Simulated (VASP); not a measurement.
A run of VASP 6.6.1 is set up as follows.

INCAR

```
  PREC = Accurate
  ENCUT = 600
  EDIFF = 1E-6
  ISMEAR = 0
  SIGMA = 0.1
  LREAL = False
  LASPH = True
  NELM = 120
  ALGO = Normal
  ISIF = 2
  LWAVE = False
  LCHARG = False
  GGA = PE
  NBANDS = 28
  GGA_COMPAT = False
```

KPOINTS

```
regular mesh
0
Gamma
  12 12 8
```

Contents of POSCAR:

```
MnB3Ir
1.0
    3.9119733188      0.0000000000      0.0000000000
   -1.9559866594      3.3878682730      0.0000000000
    0.0000000000      0.0000000000      4.5620026706
Mn B Ir
1 3 1
Direct
    0.0000000000      0.0000000000      0.0000000000
    0.5000000000      0.0000000000      0.0000000000
    0.0000000000      0.5000000000      0.0000000000
    0.5000000000      0.5000000000      0.0000000000
    0.0000000000      0.0000000000      0.5000000000
```

Potentials or basis: VASP PAW PBE potentials, release 64 (Mn_sv, B, Ir_sv_GW).

Run with:

```bash
$ cat potpaw_PBE.64/Mn_sv/POTCAR potpaw_PBE.64/B/POTCAR potpaw_PBE.64/Ir_sv_GW/POTCAR > POTCAR
$ mpirun -np 1 vasp_std > vasp.out
```

(1) Predict the pressure.

(2) What does it give for the band gap on the k mesh?

## Answers

(1) -1.0 GPa.

(2) zero (an odd number of electrons rules out a gap without spin polarisation).

Caveat: spin-orbit coupling is left out, which moves the levels of the heavy elements; the run has no spin polarisation, though such a crystal can be magnetic.
